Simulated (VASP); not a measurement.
# Pb (Fm-3m) in VASP: notebook

Runs on Pb. Level: HSE06. Tasks: single point.

Everything below comes from runs of VASP 6.6.1. Logs are shortened: lines on timing, memory, paths and dates and some standing lists are left out, and cuts for length are marked.

## (1) The cell of the first run

The structure is cubic, space group Fm-3m (No. 225). The conventional cell has a = 4.892 Å, b = 4.892 Å, c = 4.892 Å, α = 90.00°, β = 90.00°, γ = 90.00°. Pb (site symmetry m-3m) has 12 Pb at 3.46 Å within 4.5 Å.

## (2) Single point, HSE06

POSCAR

```
Pb
1.0
    0.0000000000      2.4460608979      2.4460608979
    2.4460608979      0.0000000000      2.4460608979
    2.4460608979      2.4460608979      0.0000000000
Pb
1
Direct
    0.0000000000      0.0000000000      0.0000000000
```

INCAR.step1

```
SYSTEM = Pb
  PREC = Accurate
  ENCUT = 520
  EDIFF = 1E-5
  ISMEAR = -1
  SIGMA = 0.1
  LREAL = .FALSE.
  LASPH = .TRUE.
  NELM = 100
  ALGO = Normal
  ISIF = 2
  LWAVE = .TRUE.
  NBANDS = 13
  GGA = PE
```

INCAR.step2

```
SYSTEM = Pb
  PREC = Accurate
  ENCUT = 520
  EDIFF = 1E-6
  ISMEAR = -1
  SIGMA = 0.1
  LREAL = .FALSE.
  LASPH = .TRUE.
  NELM = 100
  ALGO = Normal
  ISIF = 2
  LWAVE = .FALSE.
  LCHARG = .TRUE.
  GGA = PE
  LHFCALC = .TRUE.
  HFSCREEN = 0.2079
  PRECFOCK = Normal
  LELF = .TRUE.
  LVHAR = .TRUE.
  NBANDS = 13
  ISTART = 1
```

KPOINTS

```
Automatic mesh
0
G
  6 6 6
  0 0 0
```

Potentials or basis: VASP PAW PBE potentials, release 64 (Pb_d).

Command:

```bash
$ cat potpaw_PBE.64/Pb_d/POTCAR > POTCAR
$ cp INCAR.step1 INCAR
$ mpirun -np 1 vasp_std > vasp.out
$ cp INCAR.step2 INCAR
$ mpirun -np 1 vasp_std > vasp.out
```

OUTCAR:

```text
SYSTEM = Pb
   PREC = Accurate
   ENCUT = 520
   EDIFF = 1E-6
   ISMEAR = -1
   LREAL = .FALSE.
   LASPH = .TRUE.
   NELM = 100
   ISIF = 2
   GGA = PE
   LHFCALC = .TRUE.
   HFSCREEN = 0.2079
   PRECFOCK = Normal
   ISTART = 1

 ion  position               nearest neighbor table
   1  0.000  0.000  0.000-

  LATTYP: Found a face centered cubic cell.
 ALAT       =     4.8921217958

  Lattice vectors:

 A1 = (   0.0000000000,   2.4460608979,   2.4460608979)
 A2 = (   2.4460608979,   0.0000000000,   2.4460608979)
 A3 = (   2.4460608979,   2.4460608979,   0.0000000000)

Analysis of symmetry for initial positions (statically):
=====================================================================
 Subroutine PRICEL returns:
 Original cell was already a primitive cell.

 Routine SETGRP: Setting up the symmetry group for a
 face centered cubic supercell.

 Subroutine GETGRP returns: Found 48 space group operations
 (whereof 48 operations were pure point group operations)
 out of a pool of 48 trial point group operations.

The static configuration has the point symmetry O_h .

Analysis of symmetry for dynamics (positions and initial velocities):
=====================================================================
 Subroutine PRICEL returns:
 Original cell was already a primitive cell.

 Routine SETGRP: Setting up the symmetry group for a
 face centered cubic supercell.

 Subroutine GETGRP returns: Found 48 space group operations
 (whereof 48 operations were pure point group operations)
 out of a pool of 48 trial point group operations.

The dynamic configuration has the point symmetry O_h .

 Subroutine INISYM returns: Found 48 space group operations
 (whereof 48 operations are pure point group operations),
 and found     1 'primitive' translations

----------------------------------------------------------------------------------------

                                     Primitive cell

  volume of cell :      29.2706

  direct lattice vectors                    reciprocal lattice vectors
     0.000000000  2.446060898  2.446060898    -0.204410283  0.204410283  0.204410283
     2.446060898  0.000000000  2.446060898     0.204410283 -0.204410283  0.204410283
     2.446060898  2.446060898  0.000000000     0.204410283  0.204410283 -0.204410283

  length of vectors
     3.459252496  3.459252496  3.459252496     0.354048995  0.354048995  0.354048995

  position of ions in fractional coordinates (direct lattice)
     0.000000000  0.000000000  0.000000000

  ion indices of the primitive-cell ions
   primitive index   ion index
                 1           1

----------------------------------------------------------------------------------------

 KPOINTS: Automatic mesh

Automatic generation of k-mesh.
 Grid dimensions read from file:
 generate k-points for:    6    6    6

 Generating k-lattice:

  Cartesian coordinates                     Fractional coordinates (reciprocal lattice)
    -0.034068380  0.034068380  0.034068380     0.166666667  0.000000000  0.000000000
     0.034068380 -0.034068380  0.034068380     0.000000000  0.166666667  0.000000000
     0.034068380  0.034068380 -0.034068380     0.000000000  0.000000000  0.166666667

  Length of vectors
     0.059008166  0.059008166  0.059008166

  Shift w.r.t. Gamma in fractional coordinates (k-lattice)
     0.000000000  0.000000000  0.000000000

 Subroutine IBZKPT returns following result:
 ===========================================

 Found     16 irreducible k-points:

 Following reciprocal coordinates:
            Coordinates               Weight
  0.000000  0.000000  0.000000      1.000000
  0.166667  0.000000  0.000000      8.000000
  0.333333  0.000000  0.000000      8.000000
  0.500000  0.000000  0.000000      4.000000
  0.166667  0.166667  0.000000      6.000000
  0.333333  0.166667  0.000000     24.000000
[... 8 lines left out ...]
 -0.333333  0.333333  0.166667     24.000000
 -0.333333  0.500000  0.166667     12.000000
   k-points           NKPTS =     16   k-points in BZ     NKDIM =    216   number of bands    NBANDS=     13
   number of dos      NEDOS =    301   number of ions     NIONS =      1
   total plane-waves  NPLWV =  21952
   dimension x,y,z NGX =    28 NGY =   28 NGZ =   28
   dimension x,y,z NGXF=    56 NGYF=   56 NGZF=   56
   ions per type =               1
   NGX,Y,Z   is equivalent  to a cutoff of  13.46, 13.46, 13.46 a.u.
   NGXF,Y,Z  is equivalent  to a cutoff of  26.91, 26.91, 26.91 a.u.
 SYSTEM =  Pb
   PREC   = accura    normal or accurate (medium, high low for compatibility)
   ISTART =      1    job   : 0-new  1-cont  2-samecut
   ICHARG =      0    charge: 1-file 2-atom 10-const
   ISPIN  =      1    spin polarized calculation?
   LNONCOLLINEAR =      F non collinear calculations
   LSORBIT =      F    spin-orbit coupling
   LASPH  =      T    aspherical Exc in radial PAW
   ENCUT  =  520.0 eV  38.22 Ry    6.18 a.u.   6.43  6.43  6.43*2*pi/ulx,y,z
   NELM   =    100;   NELMIN=  2; NELMDL=  0     # of ELM steps
   EDIFF  = 0.1E-05   stopping-criterion for ELM
   LREAL  =      F    real-space projection
   EDIFFG = 0.1E-04   stopping-criterion for IOM
   NSW    =      0    number of steps for IOM
   IBRION =     -1    ionic relax: 0-MD 1-quasi-New 2-CG
   NFREE  =      0    steps in history (QN), initial steepest desc. (CG)
   ISIF   =      2    stress and relaxation
   ISYM   =      3    0-nonsym 1-usesym 2-fastsym
   POTIM  = 0.5000    time-step for ionic-motion
   TEBEG  =    0.0;   TEEND  =   0.0 temperature during run
   PSTRESS=    0.0 pullay stress
   NELECT =      14.0000    total number of electrons
   NUPDOWN=      -1.0000    fix difference up-down
   EMIN   =  10.00;   EMAX   =-10.00  energy-range for DOS
   EFERMI =   0.00;   METHOD = LEGACY
   ISMEAR =    -1;   SIGMA  =   0.10  broadening in eV -4-tet -1-fermi 0-gaus
   EFERMI_NEDOS =   21; number of points for ismear=-14 and -15
   IALGO  =     38    algorithm
   IMIX   =      1    mixing-type and parameters
     AMIX     =   0.40;   BMIX     =  1.00
     AMIX_MAG =   1.60;   BMIX_MAG =  1.00
  volume/ion in A,a.u.               =      29.27       197.53
  Fermi-wavevector in a.u.,A,eV,Ry     =   1.280286  2.419389 22.301739  1.639132
  Thomas-Fermi vector in A             =   2.412722
   LORBIT       =      0    0 simple, 1 ext, 2 COOP (PROOUT), +10 PAW based schemes
   GGA     = PE    functional components
   LHFCALC =     T    Hartree Fock is set to
   PRECFOCK=normal    Normal, Fast or Accurate (Low or Medium for compatibility)
   ENCUT4O =  -1.0   cutoff for four orbital integrals eV
   NKREDX  =     1    reduce k-point grid by
   NKREDY  =     1    reduce k-point grid by
   NKREDZ  =     1    reduce k-point grid by
   AEXX    =    0.2500 exact exchange contribution
   HFSCREEN=    0.2079 screening length (either q_TF or 0.3 A-1)
   HFSCREENC=   0.2079 screening length for correlation (either q_TF or 0.3 A-1)
   ENCUTFOCK=  -1.0 apply spherical cutoff to Coloumb kernel
   IVDW    =     0    specifies the selected vdW correction
   LEPSILON=     F    determine dielectric tensor
   LRPA    =     F    only Hartree local field effects (RPA)
 non-spin polarized calculation
  energy-cutoff  :      520.00
  volume of cell :       29.27
 maximum number of plane-waves:       797
 NGX is ok and might be reduce to    28
  NGX = 20; NGY = 20; NGZ = 20

 number of electron      13.9999999 magnetization

 Free energy of the ion-electron system (eV)
  ---------------------------------------------------
  ext. energy  EPLUGINS =         0.00000000
  ---------------------------------------------------
  free energy    TOTEN  =        -3.96109775 eV

  energy without entropy =       -3.93086934  energy(sigma->0) =       -3.94598354

 E-fermi :   7.8294     XC(G=0):  -8.5698

 val. band max:        7.7175196160   @ k =   0.3333   0.3333   0.0000
 cond. band min:       7.9482839815   @ k =   0.3333   0.1667   0.0000
 fundamental gap:      0.2307643655
 Fermi energy:         7.8294033620

 k-point     1 :       0.0000    0.0000    0.0000
  band No.  band energies     occupation
      1     -11.3987      2.00000
      2     -11.3987      2.00000
      3     -11.3987      2.00000
      4     -11.2370      2.00000
      5     -11.2370      2.00000
      6      -5.7387      2.00000
      7      16.0989      0.00000
      8      16.0989      0.00000
      9      16.0989      0.00000
     10      18.1345      0.00000
     11      20.2224      0.00000
     12      21.1131      0.00000
     13      21.1131      0.00000

 k-point     2 :       0.1667    0.0000    0.0000
  band No.  band energies     occupation
      1     -11.4037      2.00000
      2     -11.3648      2.00000
      3     -11.3648      2.00000
      4     -11.2310      2.00000
      5     -11.2310      2.00000
      6      -5.1172      2.00000
      7      11.4694      0.00000
      8      15.4489      0.00000
      9      15.4489      0.00000
     10      17.5876      0.00000
     11      21.2067      0.00000
     12      21.8616      0.00000
     13      21.8616      0.00000

 k-point     3 :       0.3333    0.0000    0.0000
  band No.  band energies     occupation
      1     -11.4268      2.00000
      2     -11.3694      2.00000
      3     -11.3694      2.00000
      4     -11.1435      2.00000
      5     -11.1435      2.00000
      6      -3.2797      2.00000
      7       5.9045      2.00000
      8      14.4546      0.00000
      9      14.4546      0.00000
     10      17.3522      0.00000
     11      19.1096      0.00000
     12      20.2704      0.00000
     13      20.2704      0.00000
[... 177 lines left out ...]
 k-point    15 :      -0.3333    0.3333    0.1667
  band No.  band energies     occupation
      1     -11.4083      2.00000
      2     -11.3627      2.00000
      3     -11.2552      2.00000
      4     -11.2065      2.00000
      5     -11.0808      2.00000
      6      -0.1721      2.00000
      7       4.5138      2.00000
      8       7.6099      1.79967
      9       9.9067      0.00000
     10      17.9119      0.00000
     11      19.9496      0.00000
     12      22.9972      0.00000
     13      23.0651      0.00000

 k-point    16 :      -0.3333    0.5000    0.1667
  band No.  band energies     occupation
      1     -11.4681      2.00000
      2     -11.4240      2.00000
      3     -11.1933      2.00000
      4     -11.1549      2.00000
      5     -11.0425      2.00000
      6       0.4759      2.00000
      7       4.7441      2.00000
      8       7.4936      1.93275
      9       8.2840      0.02100
     10      17.3089      0.00000
     11      18.1443      0.00000
     12      23.5896      0.00000
     13      24.1295      0.00000

------------------------ aborting loop because EDIFF is reached ----------------------------------------

  FORCE on cell =-STRESS in cart. coord.  units (eV):
  Direction    XX          YY          ZZ          XY          YZ          ZX
  --------------------------------------------------------------------------------------
  -------------------------------------------------------------------------------------
  Total        0.7304364      0.7304364      0.7304364     -0.0000000      0.0000000     -0.0000000
  in kB       39.9816920     39.9816920     39.9816920     -0.0000000      0.0000000     -0.0000000
  external PRESSURE =      39.9816920 kB  Pullay stress =       0.0000000 kB

 VOLUME and BASIS-vectors are now :
 -----------------------------------------------------------------------------
  energy-cutoff  :      520.00
  volume of cell :       29.27
      direct lattice vectors                 reciprocal lattice vectors
     0.000000000  2.446060898  2.446060898    -0.204410283  0.204410283  0.204410283
     2.446060898  0.000000000  2.446060898     0.204410283 -0.204410283  0.204410283
     2.446060898  2.446060898  0.000000000     0.204410283  0.204410283 -0.204410283

 POSITION                                       TOTAL-FORCE (eV/Angst)
 -----------------------------------------------------------------------------------
      0.00000      0.00000      0.00000         0.000000      0.000000      0.000000
 -----------------------------------------------------------------------------------
    total drift:                                0.000002     -0.000007     -0.000012

  FREE ENERGIE OF THE ION-ELECTRON SYSTEM (eV)
  ---------------------------------------------------
  free  energy   TOTEN  =        -3.9610977484 eV

  energy  without entropy=       -3.9308693413  energy(sigma->0) =       -3.94598354
```

Run time: 36 min. Hardware: 1 thread of Oxide Virtual Turin-like, shared host; peak memory 0.23 GiB.

Results:

- Free energy: -3.9611 eV
- Pressure: 4.0 GPa
- Band gap on the k mesh: zero (bands 7 and 8 overlap by 10.34 eV)

Caveat: the k points lie up to 0.37 Å⁻¹ apart, too coarse for converged energies and pressures of a metal; the PAW data sets were made with another functional, which shifts forces and pressure a little; spin-orbit coupling is left out, which moves the levels of the heavy elements.

## (3) Single point, HSE06

POSCAR is that of step 2.

INCAR.step1

```
ALGO     = Normal         # electronic algorithm
EDIFF    = 1E-5           # SCF threshold, eV
ENCUT    = 520            # plane-wave cutoff, eV
GGA      = PE             # functional
ISIF     = 2              # what is computed and relaxed
ISMEAR   = -1             # smearing method
LASPH    = True           # aspherical terms in the spheres
LCHARG   = False          # write CHGCAR
LREAL    = False          # projectors in reciprocal space
LWAVE    = True           # write WAVECAR
NBANDS   = 13             # bands
NELM     = 60             # most SCF steps
PREC     = Accurate       # precision mode
SIGMA    = 0.1            # smearing width, eV
```

INCAR.step2

```
ALGO     = Normal         # electronic algorithm
EDIFF    = 1E-7           # SCF threshold, eV
ENCUT    = 520            # plane-wave cutoff, eV
GGA      = PE             # functional
HFSCREEN = 0.2079         # screening, 1/A
ISIF     = 2              # what is computed and relaxed
ISMEAR   = -1             # smearing method
ISTART   = 1            
LASPH    = True           # aspherical terms in the spheres
LCHARG   = False          # write CHGCAR
LHFCALC  = True           # exact exchange
LREAL    = False          # projectors in reciprocal space
LWAVE    = False          # write WAVECAR
NBANDS   = 13             # bands
NELM     = 60             # most SCF steps
PREC     = Accurate       # precision mode
PRECFOCK = Normal       
SIGMA    = 0.1            # smearing width, eV
```

KPOINTS

```
k-points
0
Gamma
  6 6 6
```

Potentials or basis: VASP PAW PBE potentials, release 64 (Pb_d).

Command:

```bash
$ cat potpaw_PBE.64/Pb_d/POTCAR > POTCAR
$ cp INCAR.step1 INCAR
$ mpirun -np 1 vasp_std > vasp.out
$ cp INCAR.step2 INCAR
$ mpirun -np 1 vasp_std > vasp.out
```

Wall time 47 min (1 thread of Oxide Virtual Turin-like, shared host); peak memory 0.24 GiB.

Results (log left out):

```yaml
Free_energy: -3.9611 eV
Pressure: 4.0 GPa
Band_gap_on_the_k_mesh: zero (bands 7 and 8 overlap by 10.34 eV)
```

Levels at points of the mesh, in eV from the Fermi level:
```tsv
k point	band 5	band 6	band 7	band 8	band 9	band 10
(0.00, 0.00, 0.00)	-19.07	-13.57	8.27	8.27	8.27	10.31
(0.50, 0.00, 0.00)	-18.91	-9.19	-5.18	6.20	6.20	9.72
(0.50, 0.50, 0.00)	-18.87	-7.45	-4.12	2.18	2.18	5.69
```

Caveat: the k points lie up to 0.37 Å⁻¹ apart, too coarse for converged energies and pressures of a metal; the PAW data sets were made with another functional, which shifts forces and pressure a little; spin-orbit coupling is left out, which moves the levels of the heavy elements.
